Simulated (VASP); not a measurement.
Runs of VASP 6.6.1 on AlN. The structure is that of space group P6_3mc (No. 186), or close to it. The cells are those of the table. 

| cell | gap on the mesh (eV) | pressure (GPa) |
| --- | --- | --- |
| atoms relaxed from a = 3.161, b = 3.161, c = 4.816 Å, angles 90.0, 90.0, 120.0°, 4 atoms | 3.92 | 3.2 |
| atoms relaxed from a = 3.130, b = 3.130, c = 5.418 Å, angles 90.0, 90.0, 120.0°, 4 atoms | 3.22 | -12.1 |
| atoms relaxed from a = 3.099, b = 3.099, c = 5.017 Å, angles 90.0, 90.0, 120.0°, 4 atoms | (a) | 4.0 |
| atoms relaxed from a = 3.067, b = 3.067, c = 5.218 Å, angles 90.0, 90.0, 120.0°, 4 atoms | 3.95 | 0.6 |
| atoms relaxed from a = 3.036, b = 3.036, c = 5.218 Å, angles 90.0, 90.0, 120.0°, 4 atoms | (b) | 4.9 |

Alike in all rows: task relaxation of the atoms; level PBE; potentials or basis VASP PAW PBE potentials, release 64 (Al, N); no spin polarisation; k mesh 9 × 9 × 6; cutoff (eV) 520; smearing gaussian 0.05 eV.

Task: Estimate the missing entries.

Result: (a) 4.27; (b) 4.04.

A k mesh can miss the band edges.
